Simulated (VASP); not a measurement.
Runs of VASP 6.6.1 on CaF2. The structure is that of space group Fm-3m (No. 225), or close to it. The cells are those of the table. 

```tsv
level	cell	k mesh	cutoff (eV)	gap on the mesh (eV)	pressure (GPa)
r2SCAN	a = 3.884 Å, angles 60.0°, 3 atoms	6 × 6 × 6	660	7.85	(a)
PBE	a = 3.896 Å, angles 60.0°, 3 atoms	6 × 6 × 6	600	7.13	0.2
r2SCAN	a = 3.807 Å, angles 60.0°, 3 atoms	6 × 6 × 6	660	8.21	3.4
r2SCAN	a = 3.846 Å, angles 60.0°, 3 atoms	6 × 6 × 6	660	(b)	0.4
PBE	a = 3.972 Å, angles 60.0°, 3 atoms	6 × 6 × 6	600	6.80	(c)
PBE	a = 3.846 Å, angles 60.0°, 3 atoms	8 × 8 × 8	600	7.36	3.6
PBE	a = 3.857 Å, angles 60.0°, 3 atoms	6 × 6 × 6	600	7.31	2.8
PBE	a = 3.817 Å, angles 60.0°, 3 atoms	6 × 6 × 6	600	7.49	5.9
```

Alike in all rows: task single point; potentials or basis VASP PAW PBE potentials, release 64 (Ca_sv, F); no spin polarisation; smearing gaussian 0.01 eV.

Estimate the missing entries.

(a) -2.2; (b) 8.03; (c) -3.9.

Caveats: the PAW data sets were made with another functional, which shifts forces and pressure a little (at least some runs); the cell stands under pressure (at least some runs); the cell stands under tension (at least some runs).

A k mesh can miss the band edges.
